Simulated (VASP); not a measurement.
A run of VASP 6.6.1 is set up as follows.

File INCAR:

```
  PREC = Accurate
  ENCUT = 520
  EDIFF = 1E-6
  ISMEAR = -1
  SIGMA = 0.1
  LREAL = F
  LASPH = T
  NELM = 80
  ALGO = Normal
  ISIF = 2
  LWAVE = F
  LCHARG = T
  GGA = RP
  LELF = T
  LVHAR = T
  NBANDS = 12
```

File KPOINTS:

```
Automatic mesh
0
Gamma
  10 10 10
```

The input POSCAR:

```
As
1.0
    0.0000000000      3.0070426738      3.0070426738
    3.0070426738      0.0000000000      3.0070426738
    3.0070426738      3.0070426738      0.0000000000
As
2
Direct
    0.1250000000      0.1250000000      0.1250000000
    0.8750000000      0.8750000000      0.8750000000
```

Potentials or basis: VASP PAW PBE potentials, release 64 (As).

Launch:

```console
$ cat potpaw_PBE.64/As/POTCAR > POTCAR
$ mpirun -np 1 vasp_std > vasp.out
```

Problem. Estimate the pressure.

Solution. 4.0 GPa.

Problem. Estimate the band gap on the k mesh.

Solution. Zero (band 5 reaches 4.33 eV, above the bottom of band 6 at 2.81 eV).

Caveat: the PAW data sets were made with another functional, which shifts forces and pressure a little.
